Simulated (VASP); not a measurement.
A run of VASP 6.6.1 is set up as follows.

File INCAR:

```
SYSTEM = SnSe
PREC = Accurate
ENCUT = 520
EDIFF = 1E-8
ISMEAR = -1
SIGMA = 0.01
LREAL = .FALSE.
LASPH = .TRUE.
NELM = 100
ALGO = Normal
ISIF = 2
LWAVE = .FALSE.
LCHARG = .FALSE.
GGA = PS
LEFG = .TRUE.
NBANDS = 17
```

KPOINTS

```
regular mesh
0
G
  7 7 7
  0 0 0
```

File POSCAR:

```
SnSe
1.0
    0.0000000000      3.0299343558      3.0299343558
    3.0299343558      0.0000000000      3.0299343558
    3.0299343558      3.0299343558      0.0000000000
Sn Se
1 1
Direct
    0.0000000000      0.0000000000      0.0000000000
    0.5000000000      0.5000000000      0.5000000000
```

Potentials or basis: VASP PAW PBE potentials, release 64 (Sn_d, Se).

The run is started by

```sh
$ cat potpaw_PBE.64/Sn_d/POTCAR potpaw_PBE.64/Se/POTCAR > POTCAR
$ mpirun -np 1 vasp_std > vasp.out
```

Problem. Predict the pressure.

Solution. -2.8 GPa.

Caveat: without QUAD_EFG the Cq values of the log hold for a quadrupole moment of 1 mb, not for the nuclei; the PAW data sets were made with another functional, which shifts forces and pressure a little.
